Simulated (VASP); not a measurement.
A run of VASP 6.6.1:

File POSCAR:

```
BaTe
1.0
    4.8067901086      0.0000000000      0.0000000000
   -2.4033950543      4.1628023447      0.0000000000
    0.0000000000      0.0000000000      4.4090897940
Ba Te
1 1
Direct
    0.3333333333      0.6666666667      0.5000000000
    0.0000000000      0.0000000000      0.0000000000
```

The input INCAR.step1:

```
PREC = Accurate ; ENCUT = 520
ISMEAR = 0 ; SIGMA = 0.02
LREAL = F ; LASPH = T
NELM = 100 ; NBANDS = 15
GGA = PE ; ALGO = Normal
EDIFF = 1E-4 ; LWAVE = T
LCHARG = F
```

File INCAR.step2:

```
PREC = Accurate ; ENCUT = 520
EDIFF = 1E-6 ; ISMEAR = 0
SIGMA = 0.02 ; LREAL = F
LASPH = T ; NELM = 100
ALGO = Normal ; ISIF = 2
LWAVE = F ; LCHARG = F
METAGGA = R2SCAN ; LMIXTAU = T
NBANDS = 15 ; ISTART = 1
```

The input KPOINTS:

```
Automatic mesh
0
Gamma
  9 9 6
```

Potentials or basis: VASP PAW PBE potentials, release 64 (Ba_sv, Te).

Command:

```console
$ cat potpaw_PBE.64/Ba_sv/POTCAR potpaw_PBE.64/Te/POTCAR > POTCAR
$ cp INCAR.step1 INCAR
$ mpirun -np 1 vasp_std > vasp.out
$ cp INCAR.step2 INCAR
$ mpirun -np 1 vasp_std > vasp.out
```

Hardware: 1 thread of Intel(R) Xeon(R) 6975P-C (Granite Rapids), with other jobs on the host.

Task: Estimate the wall time of this run.

Result: Run time: 89 s on 1 thread of Intel(R) Xeon(R) 6975P-C (Granite Rapids), with other jobs on the host, peak memory 0.25 GiB. Counts: k points 48.
